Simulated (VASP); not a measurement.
Here is a VASP 6.6.1 calculation.

The input INCAR:

```
PREC = Accurate
ENCUT = 520
EDIFF = 1E-6
ISMEAR = 0
SIGMA = 0.1
LREAL = False
LASPH = True
NELM = 60
ALGO = Normal
ISIF = 2
LWAVE = False
LCHARG = True
GGA = PS
LELF = True
LVHAR = True
NBANDS = 50
```

Contents of KPOINTS:

```
Automatic mesh
0
Gamma
  12 12 2
```

The input POSCAR:

```
GeSb4Te7
1.0
    4.1304474556      0.0000000000      0.0000000000
   -2.0652237278      3.5770724255      0.0000000000
    0.0000000000      0.0000000000     22.5625121705
Ge Sb Te
1 4 7
Direct
    0.0000000000      0.0000000000      0.5000000000
    0.6666666667      0.3333333333      0.9144717355
    0.3333333333      0.6666666667      0.3425824383
    0.3333333333      0.6666666667      0.0855282645
    0.6666666667      0.3333333333      0.6574175617
    0.3333333333      0.6666666667      0.8377383371
    0.6666666667      0.3333333333      0.1622616629
    0.0000000000      0.0000000000      0.7339620535
    0.6666666667      0.3333333333      0.4287149736
    0.3333333333      0.6666666667      0.5712850264
    0.0000000000      0.0000000000      0.0000000000
    0.0000000000      0.0000000000      0.2660379465
```

Potentials or basis: VASP PAW PBE potentials, release 64 (Ge_d, Sb, Te).

Command:

```console
$ cat potpaw_PBE.64/Ge_d/POTCAR potpaw_PBE.64/Sb/POTCAR potpaw_PBE.64/Te/POTCAR > POTCAR
$ mpirun -np 1 vasp_std > vasp.out
```

(1) Predict the band gap on the k mesh.

(2) Estimate the largest force.

(3) Predict the pressure.

## Answers

(1) zero (band 38 reaches 8.02 eV, above the bottom of band 39 at 8.01 eV).

(2) 0.047 eV/Å.

(3) 5.3 GPa.

Caveat: the PAW data sets were made with another functional, which shifts forces and pressure a little; spin-orbit coupling is left out, which moves the levels of the heavy elements.
